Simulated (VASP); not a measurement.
# Rh: relaxation of cell and atoms with r2SCAN

Rh:

```
CELL_PARAMETERS angstrom
0.00000 1.89785 1.89785
1.89785 0.00000 1.89785
1.89785 1.89785 0.00000
ATOMIC_POSITIONS crystal
Rh 0.00000 0.00000 0.00000
```

```json
{"Program": "VASP 6.6.1", "Task": "relaxation of cell and atoms", "Functional": "r2SCAN", "Potentials or basis": "VASP PAW PBE potentials, release 64 (Rh_pv)", "Cutoff": "600 eV", "k mesh": "12 × 12 × 12", "Occupations": "fermi-dirac, width 0.05 eV", "Spin": "no spin polarisation", "Dipole correction": "no", "Further INCAR settings": "ALGO = Normal; EDIFF = 1e-07; IBRION = 2; EDIFFG = -0.01; NSW = 60; ISIF = 3"}
```

- Relaxed volume: 13.76 Å³/atom
- Relaxed cell: a = 2.690 Å, b = 2.690 Å, c = 2.690 Å, α = 60.00°, β = 60.00°, γ = 60.00°
- Space group after relaxing (to 0.1 Å): Fm-3m (No. 225)
- Energy gained by relaxing: 0.6 meV/atom
- Ionic steps: 3
- Pressure after relaxing: 0.0 GPa
- Band gap on the k mesh: zero (an odd number of electrons rules out a gap without spin polarisation)

Step by step:
| step | energy change (eV) | largest force (eV/Å) | pressure (GPa) | volume (Å³) |
| --- | --- | --- | --- | --- |
| 1 | 0.0000 | 0.0000 | 1.96 | 13.67 |
| 2 | 0.0030 | 0.0000 | -4.68 | 14.00 |
| 3 | -0.0006 | 0.0000 | 0.00 | 13.76 |

Final structure:
```xyz
1
Lattice="0.0000 1.9021 1.9021 1.9021 0.0000 1.9021 1.9021 1.9021 0.0000" Properties=species:S:1:pos:R:3 pbc="T T T"
Rh    0.0000    0.0000    0.0000
```

Levels at points of the mesh, in eV from the Fermi level:
| k point | band 5 | band 6 | band 7 | band 8 | band 9 | band 10 |
| --- | --- | --- | --- | --- | --- | --- |
| (0.00, 0.00, 0.00) | -3.19 | -3.19 | -3.19 | -1.09 | -1.09 | 16.71 |
| (0.50, 0.00, 0.00) | -3.30 | -3.30 | 0.56 | 0.56 | 0.89 | 9.06 |
| (0.50, 0.50, 0.00) | -6.18 | 0.49 | 1.02 | 1.02 | 3.47 | 12.84 |

It took 3 min on 1 thread of Intel Xeon 8259CL (shared host), peak memory 0.16 GiB.

Caveat: the PAW data sets were made with another functional, which shifts forces and pressure a little. Zero-point motion and thermal expansion aren't in these numbers.
